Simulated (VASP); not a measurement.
Wanted: the native input for a VASP 6.6.1 run.

```
Task                   : single point
Functional             : PBEsol
Potentials or basis    : VASP PAW PBE potentials, release 64 (Hf_pv)
Cutoff                 : 520 eV
k mesh                 : 6 × 6 × 9
Occupations            : fermi-dirac, width 0.05 eV
Spin                   : no spin polarisation
Dipole correction      : no
Further INCAR settings : ALGO = Normal; EDIFF = 1e-07; NBANDS = 22
```

The structure of Hf lies in POSCAR:

```
Hf
1.0
    4.6195015826      0.0000000000      0.0000000000
   -2.3097507913      4.0006057234      0.0000000000
    0.0000000000      0.0000000000      2.8802231314
Hf
3
Direct
    0.0000000000      0.0000000000      0.0000000000
    0.3333333333      0.6666666667      0.5000000000
    0.6666666667      0.3333333333      0.5000000000
```

The input as run:

INCAR

```
SYSTEM = Hf
PREC     = Accurate       ! precision mode
ENCUT    = 520            ! plane-wave cutoff, eV
EDIFF    = 1E-7           ! SCF threshold, eV
ISMEAR   = -1             ! smearing method
SIGMA    = 0.05           ! smearing width, eV
LREAL    = .False.        ! projectors in reciprocal space
LASPH    = .True.         ! aspherical terms in the spheres
NELM     = 60             ! most SCF steps
ALGO     = Normal         ! electronic algorithm
ISIF     = 2              ! what is computed and relaxed
LWAVE    = .False.        ! write WAVECAR
LCHARG   = .True.         ! write CHGCAR
GGA      = PS             ! functional
LELF     = .True.         ! ELF
LVHAR    = .True.       
NBANDS   = 22             ! bands
```

KPOINTS

```
regular mesh
0
Gamma
  6 6 9
  0 0 0
```

Potentials or basis: VASP PAW PBE potentials, release 64 (Hf_pv).

The run is started by

```sh
$ cat potpaw_PBE.64/Hf_pv/POTCAR > POTCAR
$ mpirun -np 1 vasp_std > vasp.out
```

Results of the run:

```json
{"Pressure": "29.6 GPa", "Band gap on the k mesh": "zero (band 15 reaches 6.69 eV, above the bottom of band 16 at 5.80 eV)"}
```

Caveat: the PAW data sets were made with another functional, which shifts forces and pressure a little; spin-orbit coupling is left out, which moves the levels of the heavy elements.

Run time: 16 s on 1 thread of Intel(R) Xeon(R) 6975P-C (Granite Rapids), with other jobs on the host, peak memory 0.19 GiB.
